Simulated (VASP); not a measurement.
The system is HfH8.

```
CELL_PARAMETERS angstrom
3.76654 0.00000 0.00000
-1.88327 3.26192 0.00000
0.00000 0.00000 5.65568
ATOMIC_POSITIONS crystal
Hf 0.00000 0.00000 0.50000
H 0.51731 0.66931 0.00000
H 0.33069 0.84801 0.00000
H 0.15199 0.48269 0.00000
H 0.66931 0.51731 0.00000
H 0.84801 0.33069 0.00000
H 0.48269 0.15199 0.00000
H 0.33333 0.66667 0.50000
H 0.66667 0.33333 0.50000
```

The cell was generated, and may not be a known phase.

* Program: VASP 6.6.1
* Task: relaxation of cell and atoms
* Functional: PBE
* Potentials or basis: VASP PAW PBE potentials, release 64 (Hf_pv, H)
* Cutoff: 500 eV
* k mesh: 6 × 6 × 4
* Occupations: gaussian, width 0.1 eV
* Spin: no spin polarisation

At the start: pressure -9.5 GPa; volume 7.72 Å³/atom.

Q: How do energy, volume and symmetry change on relaxing?

A: Over 14 steps the energy falls by 258.1 meV/atom and the volume is 7.18 Å³/atom (-7.0 %); space group P-62m (No. 189, to 0.1 Å) before and after.

Step by step:
```csv
step,energy change (eV),largest force (eV/Å),pressure (GPa),volume (Å³)
1,0.0000,2.3999,-9.51,69.49
2,-1.5550,0.7405,0.63,64.96
3,-1.5559,0.7604,1.02,64.87
4,-1.7174,0.8067,0.98,64.88
5,-2.0784,1.2527,1.29,64.91
6,-1.9135,2.9694,4.71,64.93
7,-2.1780,1.7200,1.96,64.92
8,-2.2450,1.2073,1.09,64.99
9,-2.3188,0.1300,-0.81,65.17
10,-2.3198,0.0156,-1.01,65.20
11,-2.3198,0.0134,-1.07,65.20
12,-2.3203,0.0115,-1.00,65.14
13,-2.3216,0.0112,-0.81,64.97
14,-2.3232,0.0255,-0.42,64.63
```

Final structure:
```yaml
crystal:
  lattice:
    - [3.59668, 0.00000, 0.00000]
    - [-1.79834, 3.11481, 0.00000]
    - [0.00000, 0.00000, 5.76889]
  atoms:
    - { symbol: Hf, position: [0.00000, 0.00000, 0.50000] }
    - { symbol: H, position: [0.62005, 0.74009, 0.00000] }
    - { symbol: H, position: [0.25991, 0.87996, 0.00000] }
    - { symbol: H, position: [0.12004, 0.37995, 0.00000] }
    - { symbol: H, position: [0.74009, 0.62005, 0.00000] }
    - { symbol: H, position: [0.87996, 0.25991, 0.00000] }
    - { symbol: H, position: [0.37995, 0.12004, 0.00000] }
    - { symbol: H, position: [0.33333, 0.66667, 0.50000] }
    - { symbol: H, position: [0.66667, 0.33333, 0.50000] }
```
